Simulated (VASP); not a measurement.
A run of VASP 6.6.1 is set up as follows.

INCAR

```
PREC = Accurate
ENCUT = 520
EDIFF = 1E-6
ISMEAR = 1
SIGMA = 0.6
LREAL = F
LASPH = T
NELM = 100
ALGO = Normal
ISIF = 2
LWAVE = F
LCHARG = F
GGA = PE
NBANDS = 10
```

The input KPOINTS:

```
regular mesh
0
Gamma
  8 8 8
```

POSCAR

```
Rb
1.0
   -2.8359049291      2.8359049291      2.8359049291
    2.8359049291     -2.8359049291      2.8359049291
    2.8359049291      2.8359049291     -2.8359049291
Rb
1
Direct
    0.0000000000      0.0000000000      0.0000000000
```

Potentials or basis: VASP PAW PBE potentials, release 64 (Rb_sv).

Run with:

```sh
$ cat potpaw_PBE.64/Rb_sv/POTCAR > POTCAR
$ mpirun -np 1 vasp_std > vasp.out
```

(1) Predict the band gap on the k mesh.

(2) Estimate the pressure.

Results:

(1) zero (an odd number of electrons rules out a gap without spin polarisation).

(2) 0.0 GPa.

Caveat: so wide a smearing shifts energies and pressures.
